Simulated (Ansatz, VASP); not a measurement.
One calculation of K2Os, two programs

```xyz
3
Lattice="0.0000 3.9534 3.9534 3.9534 0.0000 3.9534 3.9534 3.9534 0.0000" Properties=species:S:1:pos:R:3 pbc="T T T"
K     1.9767    1.9767    1.9767
K     5.9302    5.9302    5.9302
Os    0.0000    0.0000    0.0000
```

Change from the starting cell: species swapped into the K2O type (Fm-3m, No. 225).

Alike in both runs: functional PBE; k mesh 10 × 10 × 10; occupations gaussian, width 0.1 eV; collinear spin.

Ansatz relaxed the structure, and its values are those at the end. VASP's run is a single point on that final structure, the one shown.

|  | VASP | Ansatz |
| --- | --- | --- |
| version | VASP 6.6.1 | Ansatz 0.2.0 |
| potentials or method | VASP PAW PBE potentials, release 64 (K_sv, Os), cutoff 600 eV | scalar-relativistic, plane waves, PAW |
| valence electrons in the cell | 26 | 34 |

```tsv
	VASP	Ansatz	Ansatz less VASP
gap on the k mesh at the Fermi level (eV)	none	none	-
pressure (GPa)	0.0	0.0	-0.02
net moment per atom (μB)	0.67	0.67	0.000
size of the moment on the site where the two differ most (μB)	1.98	2.03	+0.045
```

Site moments also hang on the region over which each program counts them. A gap of «none» marks a metal or a gap that the smearing closes. With one functional, cell and mesh, what is left measures potentials, basis and numerics. VASP's potentials hold 26 valence electrons a cell and Ansatz's 34, so a difference there can come from the potentials and not from the codes.

Neither program's run includes spin-orbit coupling.
